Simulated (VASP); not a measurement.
# NaCl (I4/mmm) in VASP: a series of runs

Aim: see how the results for NaCl move with the level of theory and the settings. Levels: PBE, r2SCAN. Tasks: single point.

Everything below comes from runs of VASP 6.6.1. Logs are shortened: lines on timing, memory, paths and dates and some standing lists are left out, and cuts for length are marked.

## 1. The cell of the first run

The structure is tetragonal, space group I4/mmm (No. 139). Conventional cell: a = 4.201 Å, b = 4.201 Å, c = 5.489 Å, α = 90.00°, β = 90.00°, γ = 90.00°. Within 3.6 Å of Na (site symmetry 4/mmm) lie 6 Cl at 2.74 to 2.97 Å. Cl (site symmetry 4/mmm) has 6 Na at 2.74 to 2.97 Å within 3.6 Å.

## 2. Single point, PBE (epitaxial xy strain +6.0%)

INCAR

```
SYSTEM = NaCl
PREC     = Accurate       ! precision mode
ENCUT    = 520            ! plane-wave cutoff, eV
EDIFF    = 1E-6           ! SCF threshold, eV
ISMEAR   = -1             ! smearing method
SIGMA    = 0.02           ! smearing width, eV
LREAL    = .False.        ! projectors in reciprocal space
LASPH    = .True.         ! aspherical terms in the spheres
NELM     = 80             ! most SCF steps
ALGO     = Normal         ! electronic algorithm
ISIF     = 2              ! what is computed and relaxed
LWAVE    = .False.        ! write WAVECAR
LCHARG   = .True.         ! write CHGCAR
GGA      = PE             ! functional
LELF     = .True.         ! ELF
LVHAR    = .True.       
NBANDS   = 14             ! bands
```

KPOINTS

```
regular mesh
0
Gamma
  8 8 8
  0 0 0
```

POSCAR

```
NaCl
1.0
    0.0000000000      2.9706156143      2.7443320605
    2.9706156143      0.0000000000      2.7443320605
    2.9706156143      2.9706156143      0.0000000000
Na Cl
1 1
Direct
    0.0000000000      0.0000000000      0.0000000000
    0.5000000000      0.5000000000      0.5000000000
```

Potentials or basis: VASP PAW PBE potentials, release 64 (Na_pv, Cl).

On the command line:

```
$ cat potpaw_PBE.64/Na_pv/POTCAR potpaw_PBE.64/Cl/POTCAR > POTCAR
$ mpirun -np 1 vasp_std > vasp.out
```

OUTCAR:

```text
SYSTEM = NaCl
   PREC = Accurate
   ENCUT = 520
   EDIFF = 1E-6
   ISMEAR = -1
   LREAL = .False.
   LASPH = .True.
   NELM = 80
   ISIF = 2
   GGA = PE

 ion  position               nearest neighbor table
   1  0.000  0.000  0.000-
   2  0.500  0.500  0.500-

  LATTYP: Found a body centered tetragonal cell.
 ALAT       =     4.2010848903
 C/A-ratio  =     1.3064873156

  Lattice vectors:

 A1 = (   0.0000000000,  -2.9706156143,  -2.7443320605)
 A2 = (   0.0000000000,   2.9706156143,  -2.7443320605)
 A3 = (   2.9706156143,   0.0000000000,   2.7443320605)

Analysis of symmetry for initial positions (statically):
=====================================================================
 Subroutine PRICEL returns:
 Original cell was already a primitive cell.

 Routine SETGRP: Setting up the symmetry group for a
 body centered tetragonal supercell.

 Subroutine GETGRP returns: Found 16 space group operations
 (whereof 16 operations were pure point group operations)
 out of a pool of 16 trial point group operations.

The static configuration has the point symmetry D_4h.

Analysis of symmetry for dynamics (positions and initial velocities):
=====================================================================
 Subroutine PRICEL returns:
 Original cell was already a primitive cell.

 Routine SETGRP: Setting up the symmetry group for a
 body centered tetragonal supercell.

 Subroutine GETGRP returns: Found 16 space group operations
 (whereof 16 operations were pure point group operations)
 out of a pool of 16 trial point group operations.

The dynamic configuration has the point symmetry D_4h.

 Subroutine INISYM returns: Found 16 space group operations
 (whereof 16 operations are pure point group operations),
 and found     1 'primitive' translations

----------------------------------------------------------------------------------------

                                     Primitive cell

  volume of cell :      48.4350

  direct lattice vectors                    reciprocal lattice vectors
     0.000000000  2.970615614  2.744332061    -0.168315280  0.168315280  0.182193696
     2.970615614  0.000000000  2.744332061     0.168315280 -0.168315280  0.182193696
     2.970615614  2.970615614  0.000000000     0.168315280  0.168315280 -0.182193696

  length of vectors
     4.044244749  4.044244749  4.201084890     0.299757585  0.299757585  0.299757585

  position of ions in fractional coordinates (direct lattice)
     0.000000000  0.000000000  0.000000000
     0.500000000  0.500000000  0.500000000

  ion indices of the primitive-cell ions
   primitive index   ion index
                 1           1
                 2           2

----------------------------------------------------------------------------------------

 KPOINTS: regular mesh

Automatic generation of k-mesh.
 Grid dimensions read from file:
 generate k-points for:    8    8    8

 Generating k-lattice:

  Cartesian coordinates                     Fractional coordinates (reciprocal lattice)
    -0.021039410  0.021039410  0.022774212     0.125000000 -0.000000000  0.000000000
     0.021039410 -0.021039410  0.022774212    -0.000000000  0.125000000  0.000000000
     0.021039410  0.021039410 -0.022774212     0.000000000  0.000000000  0.125000000

  Length of vectors
     0.037469698  0.037469698  0.037469698

  Shift w.r.t. Gamma in fractional coordinates (k-lattice)
     0.000000000  0.000000000  0.000000000

 Subroutine IBZKPT returns following result:
 ===========================================

 Found     59 irreducible k-points:

 Following reciprocal coordinates:
            Coordinates               Weight
  0.000000  0.000000  0.000000      1.000000
  0.125000  0.000000  0.000000      8.000000
  0.250000  0.000000  0.000000      8.000000
  0.375000 -0.000000  0.000000      8.000000
  0.500000  0.000000  0.000000      4.000000
  0.125000  0.125000  0.000000      2.000000
[... 16 lines left out ...]
  0.250000  0.000000  0.125000     16.000000
  0.375000  0.000000  0.125000     16.000000
 [... further k-points ...]
   k-points           NKPTS =     59   k-points in BZ     NKDIM =     59   number of bands    NBANDS=     14
   number of dos      NEDOS =    301   number of ions     NIONS =      2
   total plane-waves  NPLWV =  28800
   dimension x,y,z NGX =    30 NGY =   30 NGZ =   32
   dimension x,y,z NGXF=    60 NGYF=   60 NGZF=   64
   ions per type =               1   1
   NGX,Y,Z   is equivalent  to a cutoff of  12.33, 12.33, 12.66 a.u.
   NGXF,Y,Z  is equivalent  to a cutoff of  24.66, 24.66, 25.33 a.u.
 SYSTEM =  NaCl
   PREC   = accura    normal or accurate (medium, high low for compatibility)
   ISTART =      0    job   : 0-new  1-cont  2-samecut
   ICHARG =      2    charge: 1-file 2-atom 10-const
   ISPIN  =      1    spin polarized calculation?
   LNONCOLLINEAR =      F non collinear calculations
   LSORBIT =      F    spin-orbit coupling
   LASPH  =      T    aspherical Exc in radial PAW
   ENCUT  =  520.0 eV  38.22 Ry    6.18 a.u.   7.52  7.52  7.81*2*pi/ulx,y,z
   NELM   =     80;   NELMIN=  2; NELMDL= -5     # of ELM steps
   EDIFF  = 0.1E-05   stopping-criterion for ELM
   LREAL  =      F    real-space projection
   EDIFFG = 0.1E-04   stopping-criterion for IOM
   NSW    =      0    number of steps for IOM
   IBRION =     -1    ionic relax: 0-MD 1-quasi-New 2-CG
   NFREE  =      0    steps in history (QN), initial steepest desc. (CG)
   ISIF   =      2    stress and relaxation
   ISYM   =      2    0-nonsym 1-usesym 2-fastsym
   POTIM  = 0.5000    time-step for ionic-motion
   TEBEG  =    0.0;   TEEND  =   0.0 temperature during run
   PSTRESS=    0.0 pullay stress
   NELECT =      14.0000    total number of electrons
   NUPDOWN=      -1.0000    fix difference up-down
   EMIN   =  10.00;   EMAX   =-10.00  energy-range for DOS
   EFERMI =   0.00;   METHOD = LEGACY
   ISMEAR =    -1;   SIGMA  =   0.02  broadening in eV -4-tet -1-fermi 0-gaus
   EFERMI_NEDOS =   21; number of points for ismear=-14 and -15
   IALGO  =     38    algorithm
   IMIX   =      4    mixing-type and parameters
     AMIX     =   0.40;   BMIX     =  1.00
     AMIX_MAG =   1.60;   BMIX_MAG =  1.00
  volume/ion in A,a.u.               =      24.22       163.43
  Fermi-wavevector in a.u.,A,eV,Ry     =   1.082425  2.045486 15.941171  1.171643
  Thomas-Fermi vector in A             =   2.218466
   LORBIT       =      0    0 simple, 1 ext, 2 COOP (PROOUT), +10 PAW based schemes
   GGA     = PE    functional components
   LHFCALC =     F    Hartree Fock is set to
   AEXX    =    0.0000 exact exchange contribution
   IVDW    =     0    specifies the selected vdW correction
   LEPSILON=     F    determine dielectric tensor
   LRPA    =     F    only Hartree local field effects (RPA)
 non-spin polarized calculation
  energy-cutoff  :      520.00
  volume of cell :       48.44
 maximum number of plane-waves:      1324
   NGX = 15   NGY = 15   NGZ = 15

 number of electron      13.9999998 magnetization

 Free energy of the ion-electron system (eV)
  ---------------------------------------------------
  ext. energy  EPLUGINS =         0.00000000
  ---------------------------------------------------
  free energy    TOTEN  =        -6.75185208 eV

  energy without entropy =       -6.75185208  energy(sigma->0) =       -6.75185208

 E-fermi :  -0.6206     XC(G=0):  -7.8347

 val. band max:       -1.1309887587   @ k =   0.0000   0.0000   0.0000
 cond. band min:       3.6780744520   @ k =   0.0000   0.0000   0.0000
 fundamental gap:      4.8090632107
 Fermi energy:        -0.6206443085

 k-point     1 :       0.0000    0.0000    0.0000
  band No.  band energies     occupation
      1     -22.1208      2.00000
      2     -22.1208      2.00000
      3     -22.1071      2.00000
      4     -13.6607      2.00000
      5      -1.2163      2.00000
      6      -1.1310      2.00000
      7      -1.1310      2.00000
      8       3.6781      0.00000
      9       9.7239      0.00000
     10       9.7239      0.00000
     11      10.2790      0.00000
     12      11.4779      0.00000
     13      12.3698      0.00000
     14      13.4681      0.00000

 k-point     2 :       0.1250    0.0000    0.0000
  band No.  band energies     occupation
      1     -22.1227      2.00000
      2     -22.1213      2.00000
      3     -22.1085      2.00000
      4     -13.6226      2.00000
      5      -1.4947      2.00000
      6      -1.2037      2.00000
      7      -1.1757      2.00000
      8       4.1413      0.00000
      9       9.3213      0.00000
     10       9.8617      0.00000
     11      10.2954      0.00000
     12      11.2763      0.00000
     13      12.0032      0.00000
     14      14.2373      0.00000

 k-point     3 :       0.2500    0.0000    0.0000
  band No.  band energies     occupation
      1     -22.1282      2.00000
      2     -22.1222      2.00000
      3     -22.1106      2.00000
      4     -13.5285      2.00000
      5      -2.1357      2.00000
      6      -1.2799      2.00000
      7      -1.2682      2.00000
      8       5.1011      0.00000
      9       8.6716      0.00000
     10       9.7498      0.00000
     11      10.4455      0.00000
     12      11.7210      0.00000
     13      11.9686      0.00000
     14      13.9554      0.00000
[... 324 lines left out ...]
 k-point    23 :       0.2500    0.0000    0.1250
  band No.  band energies     occupation
      1     -22.1271      2.00000
      2     -22.1222      2.00000
      3     -22.1098      2.00000
      4     -13.5458      2.00000
      5      -1.9444      2.00000
      6      -1.3645      2.00000
      7      -1.2843      2.00000
      8       5.0640      0.00000
      9       8.5326      0.00000
     10       9.6740      0.00000
     11      10.5762      0.00000
     12      11.0018      0.00000
     13      12.4861      0.00000
     14      15.0279      0.00000

 k-point    24 :       0.3750    0.0000    0.1250
  band No.  band energies     occupation
      1     -22.1324      2.00000
      2     -22.1234      2.00000
      3     -22.1117      2.00000
      4     -13.4509      2.00000
      5      -2.4616      2.00000
      6      -1.4608      2.00000
      7      -1.3860      2.00000
      8       5.9378      0.00000
      9       8.3630      0.00000
     10       9.1058      0.00000
     11      10.4216      0.00000
     12      12.1108      0.00000
     13      13.4252      0.00000
     14      14.5599      0.00000

 [... further k-points ...]

------------------------ aborting loop because EDIFF is reached ----------------------------------------

  FORCE on cell =-STRESS in cart. coord.  units (eV):
  Direction    XX          YY          ZZ          XY          YZ          ZX
  --------------------------------------------------------------------------------------
  -------------------------------------------------------------------------------------
  Total       -0.4646148     -0.4646148      0.3059209      0.0000000     -0.0000000     -0.0000000
  in kB      -15.3689459    -15.3689459     10.1195272      0.0000000     -0.0000000     -0.0000000
  external PRESSURE =      -6.8727882 kB  Pullay stress =       0.0000000 kB

 VOLUME and BASIS-vectors are now :
 -----------------------------------------------------------------------------
  energy-cutoff  :      520.00
  volume of cell :       48.44
      direct lattice vectors                 reciprocal lattice vectors
     0.000000000  2.970615614  2.744332061    -0.168315280  0.168315280  0.182193696
     2.970615614  0.000000000  2.744332061     0.168315280 -0.168315280  0.182193696
     2.970615614  2.970615614  0.000000000     0.168315280  0.168315280 -0.182193696

 POSITION                                       TOTAL-FORCE (eV/Angst)
 -----------------------------------------------------------------------------------
      0.00000      0.00000      0.00000         0.000000      0.000000     -0.000000
      2.97062      2.97062      2.74433        -0.000000     -0.000000      0.000000
 -----------------------------------------------------------------------------------
    total drift:                                0.000000      0.000000      0.000000

  FREE ENERGIE OF THE ION-ELECTRON SYSTEM (eV)
  ---------------------------------------------------
  free  energy   TOTEN  =        -6.7518520799 eV

  energy  without entropy=       -6.7518520799  energy(sigma->0) =       -6.75185208
```

Run time: 39 s. Hardware: 1 thread of Intel Xeon Platinum 8259CL at 2.50GHz (Skylake/Cascade Lake), shared host; peak memory 0.18 GiB.

Results:

| Property | Result |
| --- | --- |
| Free energy | -6.7519 eV |
| Pressure | -0.7 GPa |
| Band gap on the k mesh | 4.81 eV |

Stress tensor (GPa, compression positive):
```
-1.54  0.00  0.00
 0.00 -1.54  0.00
 0.00  0.00  1.01
```

Caveat: the cell differs from its parent crystal (epitaxial xy strain +6.0%). A k mesh can miss the band edges.

## 3. Single point, r2SCAN (epitaxial xy strain +6.0%)

POSCAR is that of step 2.

INCAR.step1

```
  ALGO = Normal
  EDIFF = 1E-4
  ENCUT = 520
  GGA = PE
  ISMEAR = 0
  LASPH = T
  LCHARG = F
  LREAL = F
  LWAVE = T
  NBANDS = 14
  NELM = 100
  PREC = Accurate
  SIGMA = 0.01
```

INCAR.step2

```
  ALGO = Normal
  EDIFF = 1E-6
  ENCUT = 520
  ISIF = 2
  ISMEAR = 0
  ISTART = 1
  LASPH = T
  LCHARG = T
  LELF = T
  LMIXTAU = T
  LREAL = F
  LVHAR = T
  LWAVE = F
  METAGGA = R2SCAN
  NBANDS = 14
  NELM = 100
  PREC = Accurate
  SIGMA = 0.01
```

KPOINTS

```
k-points
0
Gamma
  8 8 8
```

Potentials or basis: VASP PAW PBE potentials, release 64 (Na_pv, Cl).

On the command line:

```
$ cat potpaw_PBE.64/Na_pv/POTCAR potpaw_PBE.64/Cl/POTCAR > POTCAR
$ cp INCAR.step1 INCAR
$ mpirun -np 1 vasp_std > vasp.out
$ cp INCAR.step2 INCAR
$ mpirun -np 1 vasp_std > vasp.out
```

OUTCAR:

```text
EDIFF = 1E-6
   ENCUT = 520
   ISIF = 2
   ISMEAR = 0
   ISTART = 1
   LASPH = T
   LREAL = F
   METAGGA = R2SCAN
   NELM = 100
   PREC = Accurate

 ion  position               nearest neighbor table
   1  0.000  0.000  0.000-
   2  0.500  0.500  0.500-

  LATTYP: Found a body centered tetragonal cell.
 ALAT       =     4.2010848903
 C/A-ratio  =     1.3064873156

  Lattice vectors:

 A1 = (   0.0000000000,  -2.9706156143,  -2.7443320605)
 A2 = (   0.0000000000,   2.9706156143,  -2.7443320605)
 A3 = (   2.9706156143,   0.0000000000,   2.7443320605)

Analysis of symmetry for initial positions (statically):
=====================================================================
 Subroutine PRICEL returns:
 Original cell was already a primitive cell.

 Routine SETGRP: Setting up the symmetry group for a
 body centered tetragonal supercell.

 Subroutine GETGRP returns: Found 16 space group operations
 (whereof 16 operations were pure point group operations)
 out of a pool of 16 trial point group operations.

The static configuration has the point symmetry D_4h.
[... 172 lines left out ...]
      3     -23.2335      2.00000
      4     -14.6508      2.00000
      5      -1.6419      2.00000
      6      -1.5616      2.00000
      7      -1.5616      2.00000
      8       4.0358      0.00000
      9       9.9406      0.00000
     10       9.9406      0.00000
     11      10.4944      0.00000
     12      11.7798      0.00000
     13      12.7000      0.00000
     14      13.7161      0.00000
[... 377 lines left out ...]
      1     -23.2564      2.00000
      2     -23.2476      2.00000
      3     -23.2377      2.00000
      4     -14.4377      2.00000
      5      -2.8822      2.00000
      6      -1.8991      2.00000
      7      -1.8237      2.00000
      8       6.2634      0.00000
      9       8.6784      0.00000
     10       9.4725      0.00000
     11      10.7908      0.00000
     12      12.4951      0.00000
     13      13.8083      0.00000
     14      15.1729      0.00000

 [... further k-points ...]

------------------------ aborting loop because EDIFF is reached ----------------------------------------

  FORCE on cell =-STRESS in cart. coord.  units (eV):
  Direction    XX          YY          ZZ          XY          YZ          ZX
  --------------------------------------------------------------------------------------
  -------------------------------------------------------------------------------------
  Total       -0.8467622     -0.8467622     -0.0714826      0.0000000      0.0000000      0.0000000
  in kB      -28.0099587    -28.0099587     -2.3645653      0.0000000      0.0000000      0.0000000
  external PRESSURE =     -19.4614942 kB  Pullay stress =       0.0000000 kB

 VOLUME and BASIS-vectors are now :
 -----------------------------------------------------------------------------
  energy-cutoff  :      520.00
  volume of cell :       48.44
      direct lattice vectors                 reciprocal lattice vectors
     0.000000000  2.970615614  2.744332061    -0.168315280  0.168315280  0.182193696
     2.970615614  0.000000000  2.744332061     0.168315280 -0.168315280  0.182193696
     2.970615614  2.970615614  0.000000000     0.168315280  0.168315280 -0.182193696

 POSITION                                       TOTAL-FORCE (eV/Angst)
 -----------------------------------------------------------------------------------
      0.00000      0.00000      0.00000        -0.000000     -0.000000      0.000000
      2.97062      2.97062      2.74433         0.000000      0.000000     -0.000000
 -----------------------------------------------------------------------------------
    total drift:                                0.000000      0.000000      0.000000

  FREE ENERGIE OF THE ION-ELECTRON SYSTEM (eV)
  ---------------------------------------------------
  free  energy   TOTEN  =       -13.7347502579 eV

  energy  without entropy=      -13.7347502579  energy(sigma->0) =      -13.73475026
```

OSZICAR.step1:

```text
N       E                     dE             d eps       ncg     rms          rms(c)
DAV:   1     0.101597654867E+03    0.10160E+03   -0.70088E+03  1658   0.983E+02
DAV:   2     0.174567321317E+01   -0.99852E+02   -0.91229E+02  1822   0.267E+02
DAV:   3    -0.682394978135E+01   -0.85696E+01   -0.85139E+01  2114   0.729E+01
DAV:   4    -0.696837356480E+01   -0.14442E+00   -0.14436E+00  1982   0.103E+01
DAV:   5    -0.697162567840E+01   -0.32521E-02   -0.32519E-02  2152   0.157E+00    0.216E+00
DAV:   6    -0.675800522086E+01    0.21362E+00   -0.36602E-01  2050   0.332E+00    0.159E+00
DAV:   7    -0.674535665094E+01    0.12649E-01   -0.85796E-02  2246   0.162E+00    0.109E+00
DAV:   8    -0.675179461882E+01   -0.64380E-02   -0.11038E-02  1826   0.874E-01    0.288E-01
DAV:   9    -0.675169388803E+01    0.10073E-03   -0.23067E-04  2120   0.116E-01    0.169E-01
DAV:  10    -0.675186608895E+01   -0.17220E-03   -0.44431E-04  1886   0.145E-01    0.775E-02
DAV:  11    -0.675185189282E+01    0.14196E-04   -0.22361E-05  1192   0.406E-02
   1 F= -.67518519E+01 E0= -.67518519E+01  d E =-.971738E-58
```

Run time: 2.3 min. Hardware: 1 thread of Intel Xeon Platinum 8259CL at 2.50GHz (Skylake/Cascade Lake), shared host; peak memory 0.18 GiB.

Results:

* Free energy: -13.7348 eV
* Pressure: -1.9 GPa
* Band gap on the k mesh: 5.60 eV

Caveat: the cell differs from its parent crystal (epitaxial xy strain +6.0%); the PAW data sets were made with another functional, which shifts forces and pressure a little. A k mesh can miss the band edges.
